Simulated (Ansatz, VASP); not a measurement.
**K: VASP beside Ansatz**

Contents of INCAR:

```
ALGO = Normal
EDIFF = 1E-6
ENCUT = 520
GGA = PE
ISIF = 2
ISMEAR = 0
LASPH = T
LCHARG = F
LREAL = F
LWAVE = F
NBANDS = 10
NELM = 60
PREC = Accurate
SIGMA = 0.3
```

Contents of KPOINTS:

```
k-points
0
Gamma
  9 9 9
```

File POSCAR:

```
K
1.0
   -2.6417142217      2.6417142217      2.6417142217
    2.6417142217     -2.6417142217      2.6417142217
    2.6417142217      2.6417142217     -2.6417142217
K
1
Direct
    0.0000000000      0.0000000000      0.0000000000
```

Input for Ansatz:

```yaml
crystal:
  lattice:
    - [-2.6417142217, 2.6417142217, 2.6417142217]
    - [2.6417142217, -2.6417142217, 2.6417142217]
    - [2.6417142217, 2.6417142217, -2.6417142217]
  atoms:
    - { symbol: K, position: [0.0, 0.0, 0.0] }
hamiltonian:
  xc: pbe
  pseudopotentials:
    kind: paw
    azcp:
      K: "pseudopotentials/K.paw.azcp"
basis:
  ecutwfc: 420
  fft_grid_basis: typed
kpoints:
  mp_grid: { grid: [9, 9, 9], shift: [0, 0, 0] }
magnetization:
  spin_polarized: false
scf:
  occupations: { method: gaussian, width: 0.3 }
  lower_state_search: "off"
output:
  stress: true
  write_density: true
  write_potential: true
  elf: true
  volumetric_format: npy
```

Alike in both runs: task single point; functional PBE; k mesh 9 × 9 × 9; occupations gaussian, width 0.3 eV; no spin polarisation.

```csv
,VASP,Ansatz
version,VASP 6.6.1,Ansatz 0.2.0
potentials or method,"VASP PAW PBE potentials, release 64 (K_sv), cutoff 520 eV","plane waves (420 eV) with PAW, scalar-relativistic"
valence electrons in the cell,9,9
```

```tsv
	VASP	Ansatz	Ansatz less VASP
pressure (GPa)	0.0	0.0	+0.01
```
